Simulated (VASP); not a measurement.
A run of VASP 6.6.1 is set up as follows.

INCAR

```
SYSTEM = TiB2
PREC = Accurate
ENCUT = 600
EDIFF = 1E-6
ISMEAR = -1
SIGMA = 0.1
LREAL = .FALSE.
LASPH = .TRUE.
NELM = 60
ALGO = Normal
ISIF = 3
LWAVE = .FALSE.
LCHARG = .FALSE.
IBRION = 2
NSW = 80
EDIFFG = -0.01
PSTRESS = 300.0
```

The input KPOINTS:

```
regular mesh
0
G
  10 10 9
  0 0 0
```

File POSCAR:

```
TiB2
1.0
    3.0292000000      0.0000000000      0.0000000000
   -1.5146000000      2.6233641500      0.0000000000
    0.0000000000      0.0000000000      3.2284000000
Ti B
1 2
Direct
    0.0000000000      0.0000000000      0.0000000000
    0.3333333300      0.6666666700      0.5000000000
    0.6666666700      0.3333333300      0.5000000000
```

Potentials or basis: VASP PAW LDA potentials, release 64 (Ti_sv, B).

Run with:

```bash
$ cat potpaw_LDA.64/Ti_sv/POTCAR potpaw_LDA.64/B/POTCAR > POTCAR
$ mpirun -np 1 vasp_std > vasp.out
```

(1) What does it give for the relaxed volume?

(2) Estimate the relaxed cell.

## Answers

(1) 7.48 Å³/atom.

(2) a = 2.916 Å, b = 2.916 Å, c = 3.047 Å, α = 90.00°, β = 90.00°, γ = 120.00°.

Caveat: the cell is relaxed towards a set pressure, so the enthalpy falls and the energy may rise.
